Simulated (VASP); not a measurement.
# HgH (P6_3/mmc) in VASP: single point with PBE

Aim: the single point of HgH with PBE.

Program: VASP 6.6.1. These are calculated values, not measurements. Logs are shortened: lines on timing, memory, paths and dates and some standing lists are left out, and cuts for length are marked.

### 1 The cell of the first run

Symmetry: P6_3/mmc, No. 194, hexagonal system. Conventional cell: a = 3.498 Å, b = 3.498 Å, c = 5.556 Å, α = 90.00°, β = 90.00°, γ = 120.00°. Within 3.2 Å of Hg (site symmetry -6m2) lie 6 H at 2.45 Å. H (site symmetry -3m) has 6 Hg at 2.45 Å and 2 H at 2.78 Å within 3.2 Å.

### 2 Single point, PBE

Input file POSCAR:

```
HgH
1.0
    3.4984400759      0.0000000030      0.0000000000
   -1.7492200405      3.0297379779      0.0000000000
    0.0000000000      0.0000000000      5.5561392675
Hg H
2 2
Direct
    0.3333333333      0.6666666667      0.7500000000
    0.6666666667      0.3333333333      0.2500000000
    0.0000000000      0.0000000000      0.0000000000
    0.0000000000      0.0000000000      0.5000000000
```

Input file INCAR.step1:

```
PREC = Accurate ; ENCUT = 520
EDIFF = 1E-6 ; ISMEAR = 0
SIGMA = 0.1 ; LREAL = False
LASPH = True ; NELM = 100
ALGO = Normal ; ISIF = 2
LWAVE = False ; LCHARG = True
GGA = PE ; NBANDS = 21
```

Input file KPOINTS.step1:

```
regular mesh
0
Gamma
  15 15 10
```

Input file INCAR.step2:

```
PREC = Accurate ; ENCUT = 520
EDIFF = 1E-6 ; ISMEAR = -5
SIGMA = 0.1 ; LREAL = False
LASPH = True ; NELM = 100
ALGO = Normal ; ISIF = 2
LWAVE = False ; LCHARG = False
GGA = PE ; LORBIT = 10
NEDOS = 2001 ; ICHARG = 11
```

Input file KPOINTS.step2:

```
regular mesh
0
Gamma
  23 23 15
```

Potentials or basis: VASP PAW PBE potentials, release 64 (Hg, H).

Launch:

```console
> cat potpaw_PBE.64/Hg/POTCAR potpaw_PBE.64/H/POTCAR > POTCAR
> cp INCAR.step1 INCAR
> cp KPOINTS.step1 KPOINTS
> mpirun -np 1 vasp_std > vasp.out
> cp INCAR.step2 INCAR
> cp KPOINTS.step2 KPOINTS
> mpirun -np 1 vasp_std > vasp.out
```

OUTCAR:

```text
PREC = Accurate
   ENCUT = 520
   EDIFF = 1E-6
   ISMEAR = -5
   LREAL = False
   LASPH = True
   NELM = 100
   ISIF = 2
   GGA = PE
   LORBIT = 10
   ICHARG = 11

 ion  position               nearest neighbor table
   1  0.333  0.667  0.750-   2 3.43   2 3.43   2 3.43   2 3.43   2 3.43   2 3.43
   2  0.667  0.333  0.250-   1 3.43   1 3.43   1 3.43   1 3.43   1 3.43   1 3.43
   3  0.000  0.000  0.000-
   4  0.000  0.000  0.500-

  LATTYP: Found a hexagonal cell.
 ALAT       =     3.4984400759
 C/A-ratio  =     1.5881762005

  Lattice vectors:

 A1 = (   3.4984400759,   0.0000000030,   0.0000000000)
 A2 = (  -1.7492200405,   3.0297379779,   0.0000000000)
 A3 = (   0.0000000000,   0.0000000000,   5.5561392675)

Analysis of symmetry for initial positions (statically):
=====================================================================
 Subroutine PRICEL returns:
 Original cell was already a primitive cell.

 Routine SETGRP: Setting up the symmetry group for a
 hexagonal supercell.

 Subroutine GETGRP returns: Found 24 space group operations
 (whereof 12 operations were pure point group operations)
 out of a pool of 24 trial point group operations.

The static configuration has the point symmetry D_3d.
 The point group associated with its full space group is D_6h.

Analysis of symmetry for dynamics (positions and initial velocities):
=====================================================================
 Subroutine PRICEL returns:
 Original cell was already a primitive cell.

 Routine SETGRP: Setting up the symmetry group for a
 hexagonal supercell.

 Subroutine GETGRP returns: Found 24 space group operations
 (whereof 12 operations were pure point group operations)
 out of a pool of 24 trial point group operations.

The dynamic configuration has the point symmetry D_3d.
 The point group associated with its full space group is D_6h.

 Subroutine INISYM returns: Found 24 space group operations
 (whereof 12 operations are pure point group operations),
 and found     1 'primitive' translations

----------------------------------------------------------------------------------------

                                     Primitive cell

  volume of cell :      58.8915

  direct lattice vectors                    reciprocal lattice vectors
     3.498440076  0.000000003  0.000000000     0.285841683  0.165030773  0.000000000
    -1.749220041  3.029737978  0.000000000    -0.000000000  0.330061546  0.000000000
     0.000000000  0.000000000  5.556139267     0.000000000  0.000000000  0.179981090

  length of vectors
     3.498440076  3.498440076  5.556139267     0.330061546  0.330061546  0.179981090

  position of ions in fractional coordinates (direct lattice)
     0.333333333  0.666666667  0.750000000
     0.666666667  0.333333333  0.250000000
     0.000000000  0.000000000  0.000000000
     0.000000000  0.000000000  0.500000000

  ion indices of the primitive-cell ions
   primitive index   ion index
                 1           1
                 2           2
                 3           3
                 4           4

----------------------------------------------------------------------------------------

 KPOINTS: regular mesh

Automatic generation of k-mesh.
 Grid dimensions read from file:
 generate k-points for:   23   23   15

 Generating k-lattice:

  Cartesian coordinates                     Fractional coordinates (reciprocal lattice)
     0.012427899  0.007175251  0.000000000     0.043478261  0.000000000  0.000000000
    -0.000000000  0.014350502  0.000000000     0.000000000  0.043478261  0.000000000
     0.000000000  0.000000000  0.011998739     0.000000000  0.000000000  0.066666667

  Length of vectors
     0.014350502  0.014350502  0.011998739

  Shift w.r.t. Gamma in fractional coordinates (k-lattice)
     0.000000000  0.000000000  0.000000000

 TETIRR: Found   7843 inequivalent tetrahedra from    47610

 Subroutine IBZKPT returns following result:
 ===========================================

 Found    448 irreducible k-points:

 Following reciprocal coordinates:
            Coordinates               Weight
  0.000000  0.000000  0.000000      1.000000
  0.043478  0.000000  0.000000      6.000000
  0.086957  0.000000  0.000000      6.000000
  0.130435  0.000000  0.000000      6.000000
  0.173913  0.000000  0.000000      6.000000
  0.217391  0.000000  0.000000      6.000000
[... 16 lines left out ...]
  0.478261  0.043478  0.000000      6.000000
  0.086957  0.086957  0.000000      6.000000
 [... further k-points ...]
   k-points           NKPTS =    448   k-points in BZ     NKDIM =    448   number of bands    NBANDS=     17
   number of dos      NEDOS =   2001   number of ions     NIONS =      4
   total plane-waves  NPLWV =  32928
   dimension x,y,z NGX =    28 NGY =   28 NGZ =   42
   dimension x,y,z NGXF=    56 NGYF=   56 NGZF=   84
   ions per type =               2   2
   NGX,Y,Z   is equivalent  to a cutoff of  13.31, 13.31, 12.57 a.u.
   NGXF,Y,Z  is equivalent  to a cutoff of  26.61, 26.61, 25.13 a.u.
 SYSTEM =  unknown system
   PREC   = accura    normal or accurate (medium, high low for compatibility)
   ISTART =      0    job   : 0-new  1-cont  2-samecut
   ICHARG =     11    charge: 1-file 2-atom 10-const
   ISPIN  =      1    spin polarized calculation?
   LNONCOLLINEAR =      F non collinear calculations
   LSORBIT =      F    spin-orbit coupling
   LASPH  =      T    aspherical Exc in radial PAW
   ENCUT  =  520.0 eV  38.22 Ry    6.18 a.u.   6.50  6.50 10.33*2*pi/ulx,y,z
   NELM   =    100;   NELMIN=  2; NELMDL=  0     # of ELM steps
   EDIFF  = 0.1E-05   stopping-criterion for ELM
   LREAL  =      F    real-space projection
   EDIFFG = 0.1E-04   stopping-criterion for IOM
   NSW    =      0    number of steps for IOM
   IBRION =     -1    ionic relax: 0-MD 1-quasi-New 2-CG
   NFREE  =      0    steps in history (QN), initial steepest desc. (CG)
   ISIF   =      2    stress and relaxation
   ISYM   =      2    0-nonsym 1-usesym 2-fastsym
   POTIM  = 0.5000    time-step for ionic-motion
   TEBEG  =    0.0;   TEEND  =   0.0 temperature during run
   PSTRESS=    0.0 pullay stress
   NELECT =      26.0000    total number of electrons
   NUPDOWN=      -1.0000    fix difference up-down
   EMIN   =  10.00;   EMAX   =-10.00  energy-range for DOS
   EFERMI =   0.00;   METHOD = LEGACY
   ISMEAR =    -5;   SIGMA  =   0.10  broadening in eV -4-tet -1-fermi 0-gaus
   EFERMI_NEDOS =   21; number of points for ismear=-14 and -15
   IALGO  =     38    algorithm
   IMIX   =      4    mixing-type and parameters
     AMIX     =   0.40;   BMIX     =  1.00
     AMIX_MAG =   1.60;   BMIX_MAG =  1.00
  volume/ion in A,a.u.               =      14.72        99.35
  Fermi-wavevector in a.u.,A,eV,Ry     =   1.246565  2.355667 21.142437  1.553925
  Thomas-Fermi vector in A             =   2.380737
   LORBIT       =     10    0 simple, 1 ext, 2 COOP (PROOUT), +10 PAW based schemes
   GGA     = PE    functional components
   LHFCALC =     F    Hartree Fock is set to
   AEXX    =    0.0000 exact exchange contribution
   IVDW    =     0    specifies the selected vdW correction
   LEPSILON=     F    determine dielectric tensor
   LRPA    =     F    only Hartree local field effects (RPA)
 non-spin polarized calculation
 Fermi weights with tetrahedron method with Bloechl corrections
  energy-cutoff  :      520.00
  volume of cell :       58.89
 maximum number of plane-waves:      1640
 NGX is ok and might be reduce to    28

 number of electron      26.0000001 magnetization

 Free energy of the ion-electron system (eV)
  ---------------------------------------------------
  ext. energy  EPLUGINS =         0.00000000
  ---------------------------------------------------
  free energy    TOTEN  =        -4.18787969 eV

  energy without entropy =       -4.18787969  energy(sigma->0) =       -4.18787969

 E-fermi :   1.6865     XC(G=0): -10.4049

 val. band max:        1.7816324187   @ k =   0.2174   0.2174   0.2000
 cond. band min:       1.6817071187   @ k =   0.2609   0.1739   0.0000
 fundamental gap:     -0.0999253000
 Fermi energy:         1.6864811947

 k-point     1 :       0.0000    0.0000    0.0000
  band No.  band energies     occupation
      1      -7.3646      2.00000
      2      -5.3491      2.00000
      3      -4.7401      2.00000
      4      -4.7401      2.00000
      5      -4.6943      2.00000
      6      -4.6181      2.00000
[... 9 lines left out ...]
     16      11.8494      0.00000
     17      11.8499      0.00000

 k-point     2 :       0.0435    0.0000    0.0000
  band No.  band energies     occupation
      1      -7.3313      2.00000
      2      -5.3329      2.00000
      3      -4.7671      2.00000
      4      -4.7282      2.00000
      5      -4.6688      2.00000
      6      -4.6220      2.00000
[... 9 lines left out ...]
     16      11.2849      0.00000
     17      11.4924      0.00000

 k-point     3 :       0.0870    0.0000    0.0000
  band No.  band energies     occupation
      1      -7.2323      2.00000
      2      -5.2875      2.00000
      3      -4.8116      2.00000
      4      -4.6932      2.00000
      5      -4.6404      2.00000
      6      -4.6186      2.00000
[... 392 lines left out ...]
 k-point    23 :       0.4783    0.0435    0.0000
  band No.  band energies     occupation
      1      -5.6789      2.00000
      2      -5.6703      2.00000
      3      -5.1603      2.00000
      4      -4.8312      2.00000
      5      -4.5406      2.00000
      6      -4.4831      2.00000
[... 9 lines left out ...]
     16       4.9264      0.00000
     17       6.6357      0.00000

 k-point    24 :       0.0870    0.0870    0.0000
  band No.  band energies     occupation
      1      -6.9755      2.00000
      2      -5.1844      2.00000
      3      -4.8904      2.00000
      4      -4.7552      2.00000
      5      -4.6560      2.00000
      6      -4.6210      2.00000
[... 9 lines left out ...]
     16       8.6325      0.00000
     17      10.4816      0.00000

 [... further k-points ...]

------------------------ aborting loop because EDIFF is reached ----------------------------------------

  FORCE on cell =-STRESS in cart. coord.  units (eV):
  Direction    XX          YY          ZZ          XY          YZ          ZX
  --------------------------------------------------------------------------------------
  -------------------------------------------------------------------------------------
  Total        0.0442137      0.0442137     -0.0017522      0.0000000      0.0000000     -0.0000000
  in kB        1.2028582      1.2028582     -0.0476684      0.0000000      0.0000000     -0.0000000
  external PRESSURE =       0.7860160 kB  Pullay stress =       0.0000000 kB

 VOLUME and BASIS-vectors are now :
 -----------------------------------------------------------------------------
  energy-cutoff  :      520.00
  volume of cell :       58.89
      direct lattice vectors                 reciprocal lattice vectors
     3.498440076  0.000000003  0.000000000     0.285841683  0.165030773  0.000000000
    -1.749220041  3.029737978  0.000000000    -0.000000000  0.330061546  0.000000000
     0.000000000  0.000000000  5.556139267     0.000000000  0.000000000  0.179981090

 POSITION                                       TOTAL-FORCE (eV/Angst)
 -----------------------------------------------------------------------------------
     -0.00000      2.01983      4.16710        -0.000000      0.000000      0.000000
      1.74922      1.00991      1.38903         0.000000     -0.000000     -0.000000
      0.00000      0.00000      0.00000        -0.000000      0.000000      0.000000
      0.00000      0.00000      2.77807        -0.000000      0.000000      0.000000
 -----------------------------------------------------------------------------------
    total drift:                               -0.000000      0.000000     -0.000000

  FREE ENERGIE OF THE ION-ELECTRON SYSTEM (eV)
  ---------------------------------------------------
  free  energy   TOTEN  =        -4.1878796855 eV

  energy  without entropy=       -4.1878796855  energy(sigma->0) =       -4.18787969

 total charge

# of ion       s       p       d       tot
------------------------------------------
    1        0.840   0.204   9.357  10.400
    2        0.840   0.204   9.357  10.400
    3        0.408   0.008   0.000   0.416
    4        0.408   0.008   0.000   0.416
--------------------------------------------------
tot          2.494   0.425  18.713  21.633
```

Run time: 3.8 min. Hardware: 1 thread of Intel Xeon Platinum 8488C (Sapphire Rapids), shared host; peak memory 0.5 GiB.

Results:

* Valence electrons inside the program's atomic spheres: Hg 10.40; H 0.42

Levels at points of the mesh, in eV from the Fermi level:
```csv
k point,band 9,band 10,band 11,band 12,band 13,band 14,band 15,band 16,band 17
"(0.00, 0.00, 0.00)",-6.22,-5.75,-5.75,-4.28,-2.02,3.85,7.65,10.16,10.16
```

Caveat: spin-orbit coupling is left out, which moves the levels of the heavy elements; tetrahedron occupations give inexact forces and stress in metals.
